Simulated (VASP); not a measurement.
# YbCrO2 (R-3m) in VASP: single point with PBE

Aim: the single point of YbCrO2 with PBE.

Everything below comes from runs of VASP 6.6.1. Logs are shortened: lines on timing, memory, paths and dates and some standing lists are left out, and cuts for length are marked.

## Step 1: The cell of the first run

The structure is trigonal, space group R-3m (No. 166). The conventional cell has a = 3.516 Å, b = 3.516 Å, c = 16.406 Å, α = 90.00°, β = 90.00°, γ = 120.00°. Cr (site symmetry -3m) has 2 O at 1.77 Å within 2.4 Å. Yb (site symmetry -3m) has 6 O at 2.25 Å within 3.0 Å. O (site symmetry 3m) has 1 Cr at 1.77 Å and 3 Yb at 2.25 Å within 2.4 Å.

## Step 2: Single point, PBE

File INCAR:

```
SYSTEM = YbCrO2
  PREC = Accurate
  ENCUT = 600
  EDIFF = 1E-6
  ISMEAR = -1
  SIGMA = 0.1
  LREAL = .FALSE.
  LASPH = .TRUE.
  NELM = 200
  ALGO = Normal
  ISIF = 2
  LWAVE = .FALSE.
  LCHARG = .FALSE.
  GGA = PE
  NBANDS = 33
  GGA_COMPAT = .FALSE.
  LMAXMIX = 6
```

File KPOINTS:

```
Automatic mesh
0
G
  6 6 6
  0 0 0
```

File POSCAR:

```
YbCrO2
1.0
    1.7577577600      3.0445231800      0.0000000000
   -1.7577577600      3.0445231800      0.0000000000
    0.0000000000     -2.0296814600      5.4685761500
Cr Yb O
1 1 2
Direct
    0.0000000000      0.0000000000      0.0000000000
    0.5000000000      0.5000000000      0.5000000000
    0.1080000000      0.1080000000      0.3240000000
    0.8920000000      0.8920000000      0.6760000000
```

Potentials or basis: VASP PAW PBE potentials, release 64 (Cr_sv, Yb, O).

Command:

```console
$ cat potpaw_PBE.64/Cr_sv/POTCAR potpaw_PBE.64/Yb/POTCAR potpaw_PBE.64/O/POTCAR > POTCAR
$ mpirun -np 1 vasp_std > vasp.out
```

OUTCAR:

```text
SYSTEM = YbCrO2
   PREC = Accurate
   ENCUT = 600
   EDIFF = 1E-6
   ISMEAR = -1
   LREAL = .FALSE.
   LASPH = .TRUE.
   NELM = 200
   ISIF = 2
   GGA = PE

 ion  position               nearest neighbor table
   1  0.000  0.000  0.000-   3 1.77   4 1.77
   2  0.500  0.500  0.500-   3 2.25   4 2.25   3 2.25   3 2.25   4 2.25   4 2.25
   3  0.108  0.108  0.324-   1 1.77   2 2.25   2 2.25   2 2.25
   4  0.892  0.892  0.676-   1 1.77   2 2.25   2 2.25   2 2.25

  LATTYP: Found a trigonal (rhomboedric) cell.
 ALAT       =     5.8330901903
 COS(alpha) =     0.8183854410

  Lattice vectors:

 A1 = (   1.7577577600,   1.0148417200,   5.4685761500)
 A2 = (  -1.7577577600,   1.0148417200,   5.4685761500)
 A3 = (   0.0000000000,  -2.0296814600,   5.4685761500)

Analysis of symmetry for initial positions (statically):
=====================================================================
 Subroutine PRICEL returns:
 Original cell was already a primitive cell.

 Routine SETGRP: Setting up the symmetry group for a
 trigonal (rhombohedral) supercell.

 Subroutine GETGRP returns: Found 12 space group operations
 (whereof 12 operations were pure point group operations)
 out of a pool of 12 trial point group operations.

The static configuration has the point symmetry D_3d.

Analysis of symmetry for dynamics (positions and initial velocities):
=====================================================================
 Subroutine PRICEL returns:
 Original cell was already a primitive cell.

 Routine SETGRP: Setting up the symmetry group for a
 trigonal (rhombohedral) supercell.

 Subroutine GETGRP returns: Found 12 space group operations
 (whereof 12 operations were pure point group operations)
 out of a pool of 12 trial point group operations.

The dynamic configuration has the point symmetry D_3d.

 Subroutine INISYM returns: Found 12 space group operations
 (whereof 12 operations are pure point group operations),
 and found     1 'primitive' translations

----------------------------------------------------------------------------------------

                                     Primitive cell

  volume of cell :      58.5305

  direct lattice vectors                    reciprocal lattice vectors
     1.757757760  3.044523180  0.000000000     0.284453303  0.164229329  0.060954299
    -1.757757760  3.044523180  0.000000000    -0.284453303  0.164229329  0.060954299
     0.000000000 -2.029681460  5.468576150     0.000000000  0.000000000  0.182862956

  length of vectors
     3.515513296  3.515513296  5.833089399     0.334066431  0.334066431  0.182862956

  position of ions in fractional coordinates (direct lattice)
     0.000000000  0.000000000  0.000000000
     0.500000000  0.500000000  0.500000000
     0.108000000  0.108000000  0.324000000
     0.892000000  0.892000000  0.676000000

  ion indices of the primitive-cell ions
   primitive index   ion index
                 1           1
                 2           2
                 3           3
                 4           4

----------------------------------------------------------------------------------------

 KPOINTS: Automatic mesh

Automatic generation of k-mesh.
 Grid dimensions read from file:
 generate k-points for:    6    6    6

 Generating k-lattice:

  Cartesian coordinates                     Fractional coordinates (reciprocal lattice)
     0.047408884  0.027371555  0.010159050     0.166666667  0.000000000  0.000000000
    -0.047408884  0.027371555  0.010159050     0.000000000  0.166666667  0.000000000
     0.000000000  0.000000000  0.030477159     0.000000000  0.000000000  0.166666667

  Length of vectors
     0.055677739  0.055677739  0.030477159

  Shift w.r.t. Gamma in fractional coordinates (k-lattice)
     0.000000000  0.000000000  0.000000000

 Subroutine IBZKPT returns following result:
 ===========================================

 Found     32 irreducible k-points:

 Following reciprocal coordinates:
            Coordinates               Weight
  0.000000  0.000000  0.000000      1.000000
  0.166667  0.000000 -0.000000      6.000000
  0.333333 -0.000000  0.000000      6.000000
  0.500000  0.000000  0.000000      3.000000
  0.166667  0.166667 -0.000000      6.000000
  0.333333  0.166667  0.000000     12.000000
[... 16 lines left out ...]
  0.333333  0.333333  0.166667      6.000000
  0.500000  0.333333  0.166667     12.000000
 [... further k-points ...]
   k-points           NKPTS =     32   k-points in BZ     NKDIM =     32   number of bands    NBANDS=     33
   number of dos      NEDOS =    301   number of ions     NIONS =      4
   total plane-waves  NPLWV =  37632
   dimension x,y,z NGX =    28 NGY =   28 NGZ =   48
   dimension x,y,z NGXF=    56 NGYF=   56 NGZF=   96
   ions per type =               1   1   2
   NGX,Y,Z   is equivalent  to a cutoff of  13.24, 13.24, 13.68 a.u.
   NGXF,Y,Z  is equivalent  to a cutoff of  26.48, 26.48, 27.36 a.u.
 SYSTEM =  YbCrO2
   PREC   = accura    normal or accurate (medium, high low for compatibility)
   ISTART =      0    job   : 0-new  1-cont  2-samecut
   ICHARG =      2    charge: 1-file 2-atom 10-const
   ISPIN  =      1    spin polarized calculation?
   LNONCOLLINEAR =      F non collinear calculations
   LSORBIT =      F    spin-orbit coupling
   LASPH  =      T    aspherical Exc in radial PAW
   ENCUT  =  600.0 eV  44.10 Ry    6.64 a.u.   7.02  7.02 11.65*2*pi/ulx,y,z
   NELM   =    200;   NELMIN=  2; NELMDL= -5     # of ELM steps
   EDIFF  = 0.1E-05   stopping-criterion for ELM
   LREAL  =      F    real-space projection
   EDIFFG = 0.1E-04   stopping-criterion for IOM
   NSW    =      0    number of steps for IOM
   IBRION =     -1    ionic relax: 0-MD 1-quasi-New 2-CG
   NFREE  =      0    steps in history (QN), initial steepest desc. (CG)
   ISIF   =      2    stress and relaxation
   ISYM   =      2    0-nonsym 1-usesym 2-fastsym
   POTIM  = 0.5000    time-step for ionic-motion
   TEBEG  =    0.0;   TEEND  =   0.0 temperature during run
   PSTRESS=    0.0 pullay stress
   NELECT =      50.0000    total number of electrons
   NUPDOWN=      -1.0000    fix difference up-down
   EMIN   =  10.00;   EMAX   =-10.00  energy-range for DOS
   EFERMI =   0.00;   METHOD = LEGACY
   ISMEAR =    -1;   SIGMA  =   0.10  broadening in eV -4-tet -1-fermi 0-gaus
   EFERMI_NEDOS =   21; number of points for ismear=-14 and -15
   IALGO  =     38    algorithm
   IMIX   =      4    mixing-type and parameters
     AMIX     =   0.40;   BMIX     =  1.00
     AMIX_MAG =   1.60;   BMIX_MAG =  1.00
  volume/ion in A,a.u.               =      14.63        98.75
  Fermi-wavevector in a.u.,A,eV,Ry     =   1.553355  2.935415 32.829646  2.412911
  Thomas-Fermi vector in A             =   2.657598
   LORBIT       =      0    0 simple, 1 ext, 2 COOP (PROOUT), +10 PAW based schemes
   GGA     = PE    functional components
   LHFCALC =     F    Hartree Fock is set to
   AEXX    =    0.0000 exact exchange contribution
   IVDW    =     0    specifies the selected vdW correction
   LEPSILON=     F    determine dielectric tensor
   LRPA    =     F    only Hartree local field effects (RPA)
 non-spin polarized calculation
  energy-cutoff  :      600.00
  volume of cell :       58.53
 maximum number of plane-waves:      1963
   NGX = 13   NGY = 13   NGZ = 23

 number of electron      50.0000016 magnetization

 Free energy of the ion-electron system (eV)
  ---------------------------------------------------
  ext. energy  EPLUGINS =         0.00000000
  ---------------------------------------------------
  free energy    TOTEN  =       -30.57407414 eV

  energy without entropy =      -30.37909093  energy(sigma->0) =      -30.47658254

 E-fermi :   4.7771     XC(G=0): -10.9814

 val. band max:        4.7693827465   @ k =   0.3333   0.3333   0.1667
 cond. band min:       4.7865067913   @ k =   0.5000   0.5000   0.0000
 fundamental gap:      0.0171240448
 Fermi energy:         4.7771032872

 k-point     1 :       0.0000    0.0000    0.0000
  band No.  band energies     occupation
      1     -67.5297      2.00000
      2     -46.6521      2.00000
      3     -39.6534      2.00000
      4     -38.4855      2.00000
      5     -38.4855      2.00000
      6     -19.3442      2.00000
[... 25 lines left out ...]
     32      10.0794      0.00000
     33      11.4251      0.00000

 k-point     2 :       0.1667    0.0000   -0.0000
  band No.  band energies     occupation
      1     -67.5294      2.00000
      2     -46.6445      2.00000
      3     -39.6530      2.00000
      4     -38.4907      2.00000
      5     -38.4869      2.00000
      6     -19.2773      2.00000
[... 25 lines left out ...]
     32      10.9607      0.00000
     33      11.2361      0.00000

 k-point     3 :       0.3333   -0.0000    0.0000
  band No.  band energies     occupation
      1     -67.5287      2.00000
      2     -46.6293      2.00000
      3     -39.6516      2.00000
      4     -38.5007      2.00000
      5     -38.4896      2.00000
      6     -19.7249      2.00000
[... 25 lines left out ...]
     32      11.0611      0.00000
     33      11.8527      0.00000

 k-point     4 :       0.5000    0.0000    0.0000
  band No.  band energies     occupation
      1     -67.5284      2.00000
      2     -46.6217      2.00000
      3     -39.6510      2.00000
      4     -38.5055      2.00000
      5     -38.4908      2.00000
      6     -19.9578      2.00000
[... 25 lines left out ...]
     32      11.4015      0.00000
     33      12.1260      0.00000

 k-point     5 :       0.1667    0.1667   -0.0000
  band No.  band energies     occupation
      1     -67.5294      2.00000
      2     -46.6445      2.00000
      3     -39.6530      2.00000
      4     -38.4906      2.00000
      5     -38.4869      2.00000
      6     -19.2737      2.00000
[... 604 lines left out ...]
 k-point    22 :      -0.3333    0.1667    0.1667
  band No.  band energies     occupation
      1     -67.5284      2.00000
      2     -46.6217      2.00000
      3     -39.6511      2.00000
      4     -38.5031      2.00000
      5     -38.4935      2.00000
      6     -19.7941      2.00000
[... 25 lines left out ...]
     32      10.8562      0.00000
     33      11.8144      0.00000

 k-point    23 :       0.3333    0.3333    0.1667
  band No.  band energies     occupation
      1     -67.5287      2.00000
      2     -46.6294      2.00000
      3     -39.6515      2.00000
      4     -38.5008      2.00000
      5     -38.4896      2.00000
      6     -19.6885      2.00000
[... 25 lines left out ...]
     32      11.1134      0.00000
     33      11.8552      0.00000

 k-point    24 :       0.5000    0.3333    0.1667
  band No.  band energies     occupation
      1     -67.5284      2.00000
      2     -46.6217      2.00000
      3     -39.6510      2.00000
      4     -38.5031      2.00000
      5     -38.4934      2.00000
      6     -19.7742      2.00000
[... 25 lines left out ...]
     32      10.5846      0.00000
     33      12.1260      0.00000

 [... further k-points ...]

------------------------ aborting loop because EDIFF is reached ----------------------------------------

  FORCE on cell =-STRESS in cart. coord.  units (eV):
  Direction    XX          YY          ZZ          XY          YZ          ZX
  --------------------------------------------------------------------------------------
  -------------------------------------------------------------------------------------
  Total        1.1457109      1.1457090      1.4346475      0.0000000      0.0000002      0.0000000
  in kB       31.3619507     31.3618978     39.2711150      0.0000000      0.0000047      0.0000000
  external PRESSURE =      33.9983212 kB  Pullay stress =       0.0000000 kB

 VOLUME and BASIS-vectors are now :
 -----------------------------------------------------------------------------
  energy-cutoff  :      600.00
  volume of cell :       58.53
      direct lattice vectors                 reciprocal lattice vectors
     1.757757760  3.044523180  0.000000000     0.284453303  0.164229329  0.060954299
    -1.757757760  3.044523180  0.000000000    -0.284453303  0.164229329  0.060954299
     0.000000000 -2.029681460  5.468576150     0.000000000  0.000000000  0.182862956

 POSITION                                       TOTAL-FORCE (eV/Angst)
 -----------------------------------------------------------------------------------
      0.00000      0.00000      0.00000        -0.000000     -0.000000      0.000000
      0.00000      2.02968      2.73429         0.000000     -0.000000      0.000000
      0.00000      0.00000      1.77182         0.000000     -0.000000     -0.777653
      0.00000      4.05936      3.69676         0.000000      0.000000      0.777653
 -----------------------------------------------------------------------------------
    total drift:                               -0.000000      0.000000      0.000000

  FREE ENERGIE OF THE ION-ELECTRON SYSTEM (eV)
  ---------------------------------------------------
  free  energy   TOTEN  =       -30.5740741401 eV

  energy  without entropy=      -30.3790909347  energy(sigma->0) =      -30.47658254
```

It took 12 min on 1 thread of Intel Xeon Platinum 8375C at 2.90GHz (Ice Lake), shared host; peak memory 0.22 GiB.

Results:

```
Free energy            : -30.5741 eV
Pressure               : 3.4 GPa
Largest force          : 0.778 eV/Å
Band gap on the k mesh : zero (bands 25 and 26 overlap by 0.75 eV)
```

Forces in eV/Å, atoms in the order of the input:
```
Cr   0.000  0.000  0.000
Yb   0.000  0.000  0.000
O    0.000  0.000 -0.778
O    0.000  0.000  0.778
```

Levels at points of the mesh, in eV from the Fermi level:
| k point | band 21 | band 22 | band 23 | band 24 | band 25 | band 26 | band 27 | band 28 | band 29 | band 30 |
| --- | --- | --- | --- | --- | --- | --- | --- | --- | --- | --- |
| (0.00, 0.00, 0.00) | -0.56 | -0.35 | -0.35 | -0.34 | -0.31 | -0.31 | 0.08 | 0.08 | 3.49 | 5.15 |
| (0.50, 0.00, 0.00) | -0.58 | -0.53 | -0.52 | -0.46 | 0.43 | 0.59 | 0.61 | 1.25 | 1.49 | 3.76 |
| (0.50, 0.50, 0.00) | -0.56 | -0.54 | -0.44 | -0.41 | 0.01 | 0.36 | 0.43 | 1.04 | 2.33 | 4.60 |
| (0.00, 0.00, 0.50) | -0.56 | -0.51 | -0.51 | -0.42 | -0.25 | -0.25 | 0.83 | 0.83 | 2.55 | 4.94 |

Caveat: the cell stands under pressure; spin-orbit coupling is left out, which moves the levels of the heavy elements; the run has no spin polarisation, though such a crystal can be magnetic; semilocal functionals often make such compounds metallic where correlation or magnetic order opens a gap, which also shifts bond lengths. With open d or f shells a metallic result of PBE can be an artefact of self-interaction; +U or a hybrid may open a gap.
